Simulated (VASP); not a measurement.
# AlSi2B4 (C2/m) in VASP: a series of runs

AlSi2B4 is run at these levels: PBE; tasks: single point, relaxation of cell and atoms.

Everything below comes from runs of VASP 6.6.1. Logs are shortened: lines on timing, memory, paths and dates and some standing lists are left out, and cuts for length are marked.

**1. The cell of the first run**

Symmetry: C2/m, No. 12, monoclinic system. Conventional cell: a = 5.065 Å, b = 5.072 Å, c = 5.863 Å, α = 90.00°, β = 113.06°, γ = 90.00°. Al (site symmetry 2/m) has 4 B at 1.79 Å within 2.4 Å. Si (site symmetry m) has 8 B at 2.09 to 2.47 Å within 2.8 Å. Within 2.8 Å of B (site symmetry -1) lie 2 Al at 1.79 Å and 4 Si at 2.36 to 2.47 Å and 6 B at 2.53 to 2.70 Å. B (site symmetry 2) has 4 Si at 2.09 to 2.10 Å and 6 B at 2.51 to 2.70 Å within 2.8 Å.

The cell was generated, and may not be a known phase.

**2. Single point, PBE**

File INCAR:

```
ALGO = Normal
EDIFF = 1E-6
ENCUT = 520
GGA = PE
ISIF = 2
ISMEAR = 0
LASPH = T
LCHARG = F
LREAL = F
LWAVE = F
NBANDS = 20
NELM = 100
PREC = Accurate
SIGMA = 0.1
```

File KPOINTS:

```
k-points
0
Gamma
  6 6 4
```

File POSCAR:

```
AlSi2B4
1.0
    2.5325276800     -2.5361235800      0.0000000000
    2.5325276800      2.5361235800      0.0000000000
   -2.2963702600      0.0000000000      5.3949135400
Al Si B
1 2 4
Direct
    0.0000000000      0.0000000000      0.0000000000
    0.6553160000      0.6553160000      0.2990280100
    0.3446840000      0.3446840000      0.7009719900
    0.0000000000      0.5000000000      0.0000000000
    0.2474010000      0.7525990000      0.5000000000
    0.5000000000      0.0000000000      0.0000000000
    0.7525990000      0.2474010000      0.5000000000
```

Potentials or basis: VASP PAW PBE potentials, release 64 (Al, Si, B).

On the command line:

```console
$ cat potpaw_PBE.64/Al/POTCAR potpaw_PBE.64/Si/POTCAR potpaw_PBE.64/B/POTCAR > POTCAR
$ mpirun -np 1 vasp_std > vasp.out
```

OUTCAR:

```text
EDIFF = 1E-6
   ENCUT = 520
   GGA = PE
   ISIF = 2
   ISMEAR = 0
   LASPH = T
   LREAL = F
   NELM = 100
   PREC = Accurate

 ion  position               nearest neighbor table
   1  0.000  0.000  0.000-   4 1.79   6 1.79   4 1.79   6 1.79   2 2.92   3 2.92   3 3.01   2 3.01
                             3 3.01   2 3.01   2 3.09   3 3.09
   2  0.655  0.655  0.299-   5 2.09   7 2.09   5 2.10   7 2.10   6 2.36   4 2.36   6 2.47   4 2.47
                             1 2.92   1 3.01   1 3.01   1 3.09
   3  0.345  0.345  0.701-   5 2.09   7 2.09   5 2.10   7 2.10   6 2.36   4 2.36   4 2.47   6 2.47
                             1 2.92   1 3.01   1 3.01   1 3.09
   4  0.000  0.500  0.000-   1 1.79   1 1.79   3 2.36   2 2.36   2 2.47   3 2.47
   5  0.247  0.753  0.500-   2 2.09   3 2.09   3 2.10   2 2.10
   6  0.500  0.000  0.000-   1 1.79   1 1.79   3 2.36   2 2.36   3 2.47   2 2.47
   7  0.753  0.247  0.500-   2 2.09   3 2.09   3 2.10   2 2.10

  LATTYP: Found a base centered monoclinic cell.
 ALAT       =     5.0650553600
 B/A-ratio  =     1.0014198858
 C/A-ratio  =     1.1576004508
 COS(beta)  =    -0.3916508108

  Lattice vectors:

 A1 = (   2.5325276800,  -2.5361235800,   0.0000000000)
 A2 = (   2.5325276800,   2.5361235800,   0.0000000000)
 A3 = (  -2.2963702600,   0.0000000000,   5.3949135400)

Analysis of symmetry for initial positions (statically):
=====================================================================
 Subroutine PRICEL returns:
 Original cell was already a primitive cell.

 Routine SETGRP: Setting up the symmetry group for a
 base centered monoclinic supercell.

 Subroutine GETGRP returns: Found  4 space group operations
 (whereof  4 operations were pure point group operations)
 out of a pool of  4 trial point group operations.

The static configuration has the point symmetry C_2h.

Analysis of symmetry for dynamics (positions and initial velocities):
=====================================================================
 Subroutine PRICEL returns:
 Original cell was already a primitive cell.

 Routine SETGRP: Setting up the symmetry group for a
 base centered monoclinic supercell.

 Subroutine GETGRP returns: Found  4 space group operations
 (whereof  4 operations were pure point group operations)
 out of a pool of  4 trial point group operations.

The dynamic configuration has the point symmetry C_2h.

 Subroutine INISYM returns: Found  4 space group operations
 (whereof  4 operations are pure point group operations),
 and found     1 'primitive' translations

----------------------------------------------------------------------------------------

                                     Primitive cell

  volume of cell :      69.3009

  direct lattice vectors                    reciprocal lattice vectors
     2.532527680 -2.536123580  0.000000000     0.197431208 -0.197151276  0.084037520
     2.532527680  2.536123580  0.000000000     0.197431208  0.197151276  0.084037520
    -2.296370260  0.000000000  5.394913540     0.000000000  0.000000000  0.185359782

  length of vectors
     3.584078579  3.584078579  5.863310368     0.291393227  0.291393227  0.185359782

  position of ions in fractional coordinates (direct lattice)
     0.000000000  0.000000000  0.000000000
     0.655316000  0.655316000  0.299028010
     0.344684000  0.344684000  0.700971990
     0.000000000  0.500000000  0.000000000
     0.247401000  0.752599000  0.500000000
     0.500000000  0.000000000  0.000000000
     0.752599000  0.247401000  0.500000000

  ion indices of the primitive-cell ions
   primitive index   ion index
                 1           1
                 2           2
                 3           3
                 4           4
                 5           5
                 6           6
                 7           7

----------------------------------------------------------------------------------------

 KPOINTS: k-points

Automatic generation of k-mesh.
 Grid dimensions read from file:
 generate k-points for:    6    6    4

 Generating k-lattice:

  Cartesian coordinates                     Fractional coordinates (reciprocal lattice)
     0.032905201 -0.032858546  0.014006253     0.166666667  0.000000000  0.000000000
     0.032905201  0.032858546  0.014006253     0.000000000  0.166666667  0.000000000
     0.000000000  0.000000000  0.046339946     0.000000000  0.000000000  0.250000000

  Length of vectors
     0.048565538  0.048565538  0.046339946

  Shift w.r.t. Gamma in fractional coordinates (k-lattice)
     0.000000000  0.000000000  0.000000000

 Subroutine IBZKPT returns following result:
 ===========================================

 Found     47 irreducible k-points:

 Following reciprocal coordinates:
            Coordinates               Weight
  0.000000  0.000000  0.000000      1.000000
  0.166667  0.000000 -0.000000      4.000000
  0.333333 -0.000000 -0.000000      4.000000
  0.500000  0.000000  0.000000      2.000000
  0.166667  0.166667 -0.000000      2.000000
  0.333333  0.166667 -0.000000      4.000000
[... 16 lines left out ...]
 -0.333333  0.166667  0.250000      4.000000
 -0.166667  0.166667  0.250000      4.000000
 [... further k-points ...]
   k-points           NKPTS =     47   k-points in BZ     NKDIM =     47   number of bands    NBANDS=     20
   number of dos      NEDOS =    301   number of ions     NIONS =      7
   total plane-waves  NPLWV =  37632
   dimension x,y,z NGX =    28 NGY =   28 NGZ =   48
   dimension x,y,z NGXF=    56 NGYF=   56 NGZF=   96
   ions per type =               1   2   4
   NGX,Y,Z   is equivalent  to a cutoff of  12.99, 12.99, 13.61 a.u.
   NGXF,Y,Z  is equivalent  to a cutoff of  25.98, 25.98, 27.22 a.u.
 SYSTEM =  unknown system
   PREC   = accura    normal or accurate (medium, high low for compatibility)
   ISTART =      0    job   : 0-new  1-cont  2-samecut
   ICHARG =      2    charge: 1-file 2-atom 10-const
   ISPIN  =      1    spin polarized calculation?
   LNONCOLLINEAR =      F non collinear calculations
   LSORBIT =      F    spin-orbit coupling
   LASPH  =      T    aspherical Exc in radial PAW
   ENCUT  =  520.0 eV  38.22 Ry    6.18 a.u.   6.66  6.66 10.90*2*pi/ulx,y,z
   NELM   =    100;   NELMIN=  2; NELMDL= -5     # of ELM steps
   EDIFF  = 0.1E-05   stopping-criterion for ELM
   LREAL  =      F    real-space projection
   EDIFFG = 0.1E-04   stopping-criterion for IOM
   NSW    =      0    number of steps for IOM
   IBRION =     -1    ionic relax: 0-MD 1-quasi-New 2-CG
   NFREE  =      0    steps in history (QN), initial steepest desc. (CG)
   ISIF   =      2    stress and relaxation
   ISYM   =      2    0-nonsym 1-usesym 2-fastsym
   POTIM  = 0.5000    time-step for ionic-motion
   TEBEG  =    0.0;   TEEND  =   0.0 temperature during run
   PSTRESS=    0.0 pullay stress
   NELECT =      23.0000    total number of electrons
   NUPDOWN=      -1.0000    fix difference up-down
   EMIN   =  10.00;   EMAX   =-10.00  energy-range for DOS
   EFERMI =   0.00;   METHOD = LEGACY
   ISMEAR =     0;   SIGMA  =   0.10  broadening in eV -4-tet -1-fermi 0-gaus
   EFERMI_NEDOS =   21; number of points for ismear=-14 and -15
   IALGO  =     38    algorithm
   IMIX   =      4    mixing-type and parameters
     AMIX     =   0.40;   BMIX     =  1.00
     AMIX_MAG =   1.60;   BMIX_MAG =  1.00
  volume/ion in A,a.u.               =       9.90        66.81
  Fermi-wavevector in a.u.,A,eV,Ry     =   1.133455  2.141920 17.479690  1.284721
  Thomas-Fermi vector in A             =   2.270158
   LORBIT       =      0    0 simple, 1 ext, 2 COOP (PROOUT), +10 PAW based schemes
   GGA     = PE    functional components
   LHFCALC =     F    Hartree Fock is set to
   AEXX    =    0.0000 exact exchange contribution
   IVDW    =     0    specifies the selected vdW correction
   LEPSILON=     F    determine dielectric tensor
   LRPA    =     F    only Hartree local field effects (RPA)
 non-spin polarized calculation
 Gauss-broadening in eV      SIGMA  =   0.10
  energy-cutoff  :      520.00
  volume of cell :       69.30
 maximum number of plane-waves:      1881
 NGX is ok and might be reduce to    28
   NGX = 13   NGY = 13   NGZ = 21

 number of electron      23.0000000 magnetization

 Free energy of the ion-electron system (eV)
  ---------------------------------------------------
  ext. energy  EPLUGINS =         0.00000000
  ---------------------------------------------------
  free energy    TOTEN  =       -30.05769315 eV

  energy without entropy =      -30.04498140  energy(sigma->0) =      -30.05133727

 E-fermi :   9.0575     XC(G=0): -11.4576

 val. band max:        9.0509635291   @ k =   0.3333   0.1667  -0.0000
 cond. band min:       9.0795086287   @ k =   0.3333  -0.0000   0.2500
 fundamental gap:      0.0285450995
 Fermi energy:         9.0574799299

 k-point     1 :       0.0000    0.0000    0.0000
  band No.  band energies     occupation
      1      -5.9565      2.00000
      2      -1.9214      2.00000
      3      -0.9810      2.00000
      4       3.8259      2.00000
      5       3.8314      2.00000
      6       4.0274      2.00000
[... 12 lines left out ...]
     19      14.4230      0.00000
     20      14.6850      0.00000

 k-point     2 :       0.1667    0.0000   -0.0000
  band No.  band energies     occupation
      1      -5.6481      2.00000
      2      -1.9814      2.00000
      3      -0.4122      2.00000
      4       1.6801      2.00000
      5       2.5619      2.00000
      6       3.9407      2.00000
[... 12 lines left out ...]
     19      14.0052      0.00000
     20      14.5225      0.00000
[... 465 lines left out ...]
      3      -0.5442      2.00000
      4       0.4552      2.00000
      5       1.7199      2.00000
      6       2.7200      2.00000
[... 12 lines left out ...]
     19      14.0003      0.00000
     20      15.0466      0.00000

 k-point    24 :      -0.1667    0.1667    0.2500
  band No.  band energies     occupation
      1      -5.1118      2.00000
      2      -2.9061      2.00000
      3       1.0678      2.00000
      4       1.3846      2.00000
      5       2.2362      2.00000
      6       3.2243      2.00000
[... 12 lines left out ...]
     19      13.0442      0.00000
     20      15.4649      0.00000

 [... further k-points ...]

------------------------ aborting loop because EDIFF is reached ----------------------------------------

  FORCE on cell =-STRESS in cart. coord.  units (eV):
  Direction    XX          YY          ZZ          XY          YZ          ZX
  --------------------------------------------------------------------------------------
  -------------------------------------------------------------------------------------
  Total       20.4470047     20.2896248      4.3580887      0.0000000      0.0000000      0.7730110
  in kB      472.7169580    469.0784722    100.7552186      0.0000000      0.0000000     17.8713421
  external PRESSURE =     347.5168829 kB  Pullay stress =       0.0000000 kB

 VOLUME and BASIS-vectors are now :
 -----------------------------------------------------------------------------
  energy-cutoff  :      520.00
  volume of cell :       69.30
      direct lattice vectors                 reciprocal lattice vectors
     2.532527680 -2.536123580  0.000000000     0.197431208 -0.197151276  0.084037520
     2.532527680  2.536123580  0.000000000     0.197431208  0.197151276  0.084037520
    -2.296370260  0.000000000  5.394913540     0.000000000  0.000000000  0.185359782

 POSITION                                       TOTAL-FORCE (eV/Angst)
 -----------------------------------------------------------------------------------
      0.00000      0.00000      0.00000         0.000000      0.000000      0.000000
      2.63253      0.00000      1.61323        -0.095706      0.000000     -0.929293
      0.13615      0.00000      3.78168         0.095706      0.000000      0.929293
      1.26626      1.26806      0.00000         0.000000      0.000000      0.000000
      1.38434      1.28124      2.69746         0.000000      0.142721      0.000000
      1.26626     -1.26806      0.00000         0.000000      0.000000      0.000000
      1.38434     -1.28124      2.69746         0.000000     -0.142721      0.000000
 -----------------------------------------------------------------------------------
    total drift:                               -0.000000      0.000000     -0.000000

  FREE ENERGIE OF THE ION-ELECTRON SYSTEM (eV)
  ---------------------------------------------------
  free  energy   TOTEN  =       -30.0576931499 eV

  energy  without entropy=      -30.0449813972  energy(sigma->0) =      -30.05133727
```

It took 97 s on 1 thread of Intel Xeon 8259CL, shared host; peak memory 0.21 GiB.

Results:

```yaml
Free_energy: -30.0577 eV
Pressure: 34.8 GPa
Largest_force: 0.934 eV/Å
Band_gap_on_the_k_mesh: zero (an odd number of electrons rules out a gap without spin polarisation)
```

Forces on the atoms (eV/Å):
```
Al   0.000  0.000  0.000
Si  -0.096  0.000 -0.929
Si   0.096  0.000  0.929
B    0.000  0.000  0.000
B    0.000  0.143  0.000
B    0.000  0.000  0.000
B    0.000 -0.143  0.000
```

Levels at points of the mesh, in eV from the Fermi level:
```
           k point  band 7  band 8  band 9  band 10  band 11  band 12  band 13  band 14  band 15  band 16
(0.00, 0.00, 0.00)   -4.99   -4.14   -3.69    -1.29    -0.23     1.18     1.29     1.74     2.27     3.17
(0.50, 0.00, 0.00)   -3.46   -3.21   -2.33    -1.62    -1.38    -0.96    -0.09     0.75     1.21     1.29
(0.50, 0.50, 0.00)   -6.59   -6.17   -5.58    -2.36    -1.29    -0.88     1.69     2.73     2.98     3.20
(0.00, 0.00, 0.50)   -4.86   -3.47   -3.45    -1.48    -1.19    -0.65     0.50     0.65     2.28     2.77
(0.50, 0.00, 0.50)   -3.46   -3.39   -2.15    -1.79    -1.50    -0.82     0.14     0.60     0.83     1.13
(0.50, 0.50, 0.50)   -6.63   -6.22   -5.48    -2.25    -1.18    -0.82     1.52     2.73     2.86     3.14
```

Caveat: the stress differs along the axes, from 10 to 47 GPa.

**3. Relaxation of cell and atoms, PBE**

File INCAR:

```
SYSTEM = AlSi2B4
PREC = Accurate ; ENCUT = 600
EDIFF = 1E-6 ; ISMEAR = 0
SIGMA = 0.1 ; LREAL = .False.
LASPH = .True. ; NELM = 100
ALGO = Normal ; ISIF = 3
LWAVE = .False. ; LCHARG = .False.
GGA = PE ; IBRION = 2
NSW = 90 ; EDIFFG = -0.04
```

File KPOINTS:

```
regular mesh
0
Gamma
  6 6 4
  0 0 0
```

POSCAR is that of step 2.

Potentials or basis: VASP PAW PBE potentials, release 64 (Al, Si, B).

On the command line:

```console
$ cat potpaw_PBE.64/Al/POTCAR potpaw_PBE.64/Si/POTCAR potpaw_PBE.64/B/POTCAR > POTCAR
$ mpirun -np 1 vasp_std > vasp.out
```

It took 17 min on 1 thread of Intel Xeon 8259CL, shared host; peak memory 0.24 GiB.

The run converged. Its results:

```
Free energy                           : -36.9772 eV
Relaxed volume                        : 10.08 Å³/atom
Relaxed cell                          : a = 4.471 Å, b = 4.471 Å, c = 4.697 Å, α = 117.74°, β = 117.74°, γ = 90.32°
Space group after relaxing (to 0.1 Å) : I4/mmm (No. 139)
Energy gained by relaxing             : 988.0 meV/atom
Ionic steps                           : 24
Pressure after relaxing               : 0.0 GPa
Largest force after relaxing          : 0.026 eV/Å
Band gap on the k mesh                : zero (an odd number of electrons rules out a gap without spin polarisation)
```

Forces in eV/Å, atoms in the order of the input:
```
Al   0.000  0.000  0.000
Si  -0.002  0.000  0.026
Si   0.002  0.000 -0.026
B    0.000  0.000  0.000
B    0.000  0.023  0.000
B    0.000  0.000  0.000
B    0.000 -0.023  0.000
```

Stress tensor (GPa, compression positive):
```
 0.06  0.00  0.15
 0.00  0.10  0.00
 0.15  0.00 -0.18
```

Step by step:
```
step  energy change (eV)  largest force (eV/Å)  pressure (GPa)  volume (Å³)
   1              0.0000                0.9336           34.73        69.30
   2             -1.7575                0.8623           -9.83        92.81
   3             -1.9400                0.6851           -2.59        85.94
   4             -1.9401                0.6978           -3.04        86.30
   5             -2.3224                0.5880           -4.30        85.06
   6             -3.8571                0.1390           -9.13        80.29
   7             -5.3769                4.0806           23.03        65.54
   8             -5.2467                0.2697          -10.76        76.05
   9             -6.4067                1.1268           -5.35        71.19
  10             -6.4473                1.7311            1.64        69.14
  11             -6.4805                1.3614           -2.53        70.24
  12             -6.2315                0.1151           16.48        66.51
  13             -6.5554                1.2496            2.54        68.92
  14             -6.6921                1.2306            1.18        70.29
  15             -6.7028                0.6587            1.24        70.04
  16             -6.8153                0.9235           -1.82        71.77
  17             -6.8431                1.1372           -3.84        72.84
  18             -6.8758                0.7719           -0.95        71.12
  19             -6.9045                0.0767           -2.21        71.84
  20             -6.9109                0.1474            1.14        70.37
  21             -6.9127                0.0889            0.06        70.83
  22             -6.9152                0.0627            0.09        70.55
  23             -6.9153                0.0753            0.09        70.53
  24             -6.9157                0.0260           -0.01        70.53
```

Final structure:
```yaml
crystal:
  lattice:
    - [3.14826, -3.17013, -0.15975]
    - [3.14826, 3.17013, -0.15975]
    - [-2.91748, 0.00000, 3.68139]
  atoms:
    - { symbol: Al, position: [0.00000, 0.00000, 0.00000] }
    - { symbol: Si, position: [0.65533, 0.65533, 0.31248] }
    - { symbol: Si, position: [0.34467, 0.34467, 0.68752] }
    - { symbol: B, position: [0.00000, 0.50000, 0.00000] }
    - { symbol: B, position: [0.25136, 0.74864, 0.50000] }
    - { symbol: B, position: [0.50000, 0.00000, 0.00000] }
    - { symbol: B, position: [0.74864, 0.25136, 0.50000] }
```

Levels at points of the mesh, in eV from the Fermi level:
```csv
k point,band 8,band 9,band 10,band 11,band 12,band 13,band 14,band 15
"(0.00, 0.00, 0.00)",-5.18,-5.16,-4.98,-3.23,-3.12,-3.08,-0.62,2.67
"(0.50, 0.00, 0.00)",-5.25,-3.10,-1.70,-0.62,0.27,0.36,0.70,2.99
"(0.50, 0.50, 0.00)",-1.49,-1.49,0.16,1.12,1.12,1.18,2.08,2.17
"(0.00, 0.00, 0.50)",-1.24,-1.02,-0.90,-0.56,-0.55,-0.34,1.80,1.80
"(0.50, 0.00, 0.50)",-5.26,-3.01,-1.65,-0.49,0.31,0.35,0.52,3.19
"(0.50, 0.50, 0.50)",-1.56,-1.46,0.17,1.16,1.19,1.26,2.01,2.08
```

Caveat: a cell axis changed by over 15 % at a fixed basis, so the end point is rough.

The gap in the log of VASP goes by the Fermi energy; the results here count the filled bands.